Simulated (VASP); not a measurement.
A run of VASP 6.6.1 is set up as follows.

INCAR

```
SYSTEM = GaC18
ALGO = Normal
EDIFF = 1E-7
ENCUT = 520
GGA = CA
ISIF = 2
ISMEAR = -1
ISPIN = 2
LASPH = .True.
LCHARG = .False.
LORBIT = 11
LREAL = Auto
LWAVE = .False.
MAGMOM = 0 0 0 0 0 0 0 0 0 0 0 0 0 0 0 0 0 0 0
NBANDS = 62
NELM = 150
PREC = Accurate
SIGMA = 0.05
```

The input KPOINTS:

```
k-points
0
Gamma
  2 2 1
  0 0 0
```

Contents of POSCAR:

```
GaC18
1.0
    7.3980000000      0.0000000000      0.0000000000
   -3.6990000000      6.4068560000      0.0000000000
    0.0000000000      0.0000000000     12.0000000000
C Ga
18 1
Direct
    0.0044565571      0.0013188996      0.0822421667
    0.2261598893      0.1129621143      0.0822025833
    0.0053149696      0.3358737890      0.0818890833
    0.2272257330      0.4468280542      0.0822123333
    0.0044564296      0.6695660087      0.0822478333
    0.2261590410      0.7796265438      0.0822036667
    0.3362496015      0.0013399708      0.0823865833
    0.5581318182      0.1122817494      0.0822229167
    0.3372671687      0.3351793766      0.0822006667
    0.5589718772      0.4468047979      0.0823560000
    0.3372659797      0.6685168201      0.0822004167
    0.5589716183      0.7785953048      0.0823510000
    0.6699000221      0.0004840128      0.0821394167
    0.8934874638      0.1122495964      0.0819609167
    0.6699005799      0.3358452258      0.0821490000
    0.8934877305      0.4476669992      0.0819709167
    0.6705966499      0.6685133863      0.0822196667
    0.8928083303      0.7796193640      0.0821890833
    0.7858197780      0.2260069526      0.2556550000
```

Potentials or basis: VASP PAW LDA potentials, release 64 (C, Ga_d).

The run is started by

```console
$ cat potpaw_LDA.64/C/POTCAR potpaw_LDA.64/Ga_d/POTCAR > POTCAR
$ mpirun -np 1 vasp_std > vasp.out
```

**Question.** What does it give for the largest force?

**Answer.** 0.054 eV/Å.

**Question.** What does it give for the net moment?

**Answer.** 0.00 μB per cell.

Forces in eV/Å, atoms in the order of the input:
```
C   -0.003 -0.004  0.003
C    0.000  0.002 -0.002
C    0.003  0.004 -0.012
C    0.003 -0.001  0.004
C    0.000  0.000  0.000
C    0.005  0.000  0.003
C    0.008 -0.003  0.003
C    0.003 -0.008 -0.008
C    0.002  0.003  0.003
C   -0.003  0.002  0.003
C    0.010  0.011 -0.003
C    0.001 -0.003 -0.001
C   -0.001 -0.008 -0.016
C    0.002 -0.006 -0.006
C   -0.003  0.003 -0.013
C    0.001  0.006 -0.009
C   -0.009  0.008 -0.003
C   -0.003 -0.001  0.003
Ga  -0.016 -0.007  0.051
```

Caveat: the k points lie up to 0.49 Å⁻¹ apart.
